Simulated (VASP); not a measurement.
Here is a VASP 6.6.1 calculation.

File INCAR:

```
SYSTEM = Si3N4
PREC = Accurate
ENCUT = 520
EDIFF = 1E-7
ISMEAR = -1
SIGMA = 0.131
LREAL = .FALSE.
LASPH = .TRUE.
NELM = 100
ALGO = Normal
ISIF = 2
LWAVE = .FALSE.
LCHARG = .FALSE.
GGA = PE
ISYM = 0
NBANDS = 45
```

The input KPOINTS:

```
regular mesh
0
G
  1 1 1
  0 0 0
```

The input POSCAR:

```
Si3N4
1.0
    5.3378070000     -0.0461070000     -0.0620370000
   -0.0461070000      5.3190510000      0.1015160000
   -0.0620370000      0.1015160000      5.4132090000
Si N
6 8
Direct
    0.8307719028      0.7334888865      0.7748296322
    0.1929734333      0.2238383101      0.2684112738
    0.6906755436      0.4369844311      0.4738415840
    0.3310016987      0.7180604236      0.4987438561
    0.6650883860      0.2420149731      1.0256436979
    0.3651579747      0.7443974684      1.0167780427
    0.1563078020      0.7662811694      0.7729250927
    0.7980421623      0.3884788123      0.7805736535
    0.3320758860      0.3746751201      0.5287142012
    0.8686600510      0.2581944383      0.2820434602
    0.4240307483      0.3870814962      1.0895776665
    0.6493363595      0.7292542961      0.4877965917
    0.6585173147      0.9282804076      0.9771605206
    0.2146202691      0.8946754530      0.2542962085
```

Potentials or basis: VASP PAW PBE potentials, release 64 (Si, N).

The run is started by

```sh
$ cat potpaw_PBE.64/Si/POTCAR potpaw_PBE.64/N/POTCAR > POTCAR
$ mpirun -np 1 vasp_gam > vasp.out
```

Task: Estimate the band gap on the k mesh.

Result: 2.22 eV.

Task: What does it give for the largest force?

Result: 7.831 eV/Å.

Task: Estimate the pressure.

Result: 4.2 GPa.

Forces in eV/Å, atoms in the order of the input:
```
Si   0.613 -0.331  0.540
Si  -0.964  0.507  2.793
Si  -1.313 -7.519  1.750
Si  -2.370 -1.911  2.525
Si   5.378 -2.848 -2.195
Si   0.070  0.514  0.116
N    0.602  0.493 -1.396
N    1.054  3.261 -0.883
N    0.358  0.245 -0.898
N    1.107  0.521 -0.313
N   -4.860  4.496 -0.847
N    1.160  6.048  1.145
N   -1.547 -3.616 -1.758
N    0.712  0.141 -0.579
```

Caveat: the k points lie up to 1.18 Å⁻¹ apart.
